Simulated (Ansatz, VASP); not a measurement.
One calculation of MgSi, two programs

File POSCAR:

```
MgSi
1.0
    2.9083940000      0.0000000000      0.0000000000
    0.0000000000      2.9083940000      0.0000000000
    0.0000000000      0.0000000000      4.1034270000
Mg Si
1 1
Direct
    0.0000000000      0.0000000000      0.0000000000
    0.5000000000      0.5000000000      0.5182774057
```

INCAR.step1

```
SYSTEM = MgSi
ALGO     = Normal         ! electronic algorithm
EDIFF    = 1E-4           ! SCF threshold, eV
ENCUT    = 520            ! plane-wave cutoff, eV
GGA      = PE             ! functional
ISMEAR   = 0              ! smearing method
LASPH    = .True.         ! aspherical terms in the spheres
LCHARG   = .False.        ! write CHGCAR
LREAL    = .False.        ! projectors in reciprocal space
LWAVE    = .True.         ! write WAVECAR
NBANDS   = 10             ! bands
NELM     = 80             ! most SCF steps
PREC     = Accurate       ! precision mode
SIGMA    = 0.15           ! smearing width, eV
```

INCAR.step2

```
SYSTEM = MgSi
ALGO     = Normal         ! electronic algorithm
EDIFF    = 1E-7           ! SCF threshold, eV
ENCUT    = 520            ! plane-wave cutoff, eV
ISIF     = 2              ! what is computed and relaxed
ISMEAR   = 0              ! smearing method
ISTART   = 1            
LASPH    = .True.         ! aspherical terms in the spheres
LCHARG   = .False.        ! write CHGCAR
LMIXTAU  = .True.       
LREAL    = .False.        ! projectors in reciprocal space
LWAVE    = .False.        ! write WAVECAR
METAGGA  = R2SCAN         ! meta-GGA
NBANDS   = 10             ! bands
NELM     = 80             ! most SCF steps
PREC     = Accurate       ! precision mode
SIGMA    = 0.15           ! smearing width, eV
```

KPOINTS

```
k-points
0
Gamma
  16 16 12
  0 0 0
```

Input for Ansatz:

```yaml
crystal:
  lattice:
    - [2.908394, 0.0, 0.0]
    - [0.0, 2.908394, 0.0]
    - [0.0, 0.0, 4.103427]
  atoms:
    - { symbol: Mg, position: [0.0, 0.0, 0.0] }
    - { symbol: Si, position: [0.5, 0.5, 0.5182774057] }
basis:
  ecutwfc: 500
kpoints:
  mp_grid: { grid: [16, 16, 12] }
hamiltonian:
  xc: r2scan
scf:
  occupations: { method: gaussian, width: 0.15 }
output:
  forces: true
  stress: true
  eigenvalues: true
```

Change from the starting cell: all Si atoms moved +0.075 Å, as atom 2 along Cartesian [0 0 1].

Alike in both runs: task single point; functional r2SCAN; k mesh 16 × 16 × 12; occupations gaussian, width 0.15 eV; no spin polarisation.

|  | VASP | Ansatz |
| --- | --- | --- |
| version | VASP 6.6.1 | Ansatz 0.2.0 |
| potentials or method | VASP PAW PBE potentials, release 64 (Mg, Si), cutoff 520 eV | scalar-relativistic, plane waves, PAW |
| valence electrons in the cell | 6 | 14 |

```tsv
	VASP	Ansatz	Ansatz less VASP
gap on the k mesh at the Fermi level (eV)	none	none	-
pressure (GPa)	-1.4	-1.1	+0.29
traceless stress, the component that is largest in VASP (GPa)	-2.18	-2.14	+0.043
rms of the force components (eV/Å)	0.164	0.166	+0.0019
```

VASP's potentials were made for PBE, not for r2SCAN. Atom by atom the forces differ by 0.002 eV/Å (rms over components). A gap of «none» marks a metal or a gap that the smearing closes. VASP's potentials hold 6 valence electrons a cell and Ansatz's 14, so a difference there can come from the potentials and not from the codes.
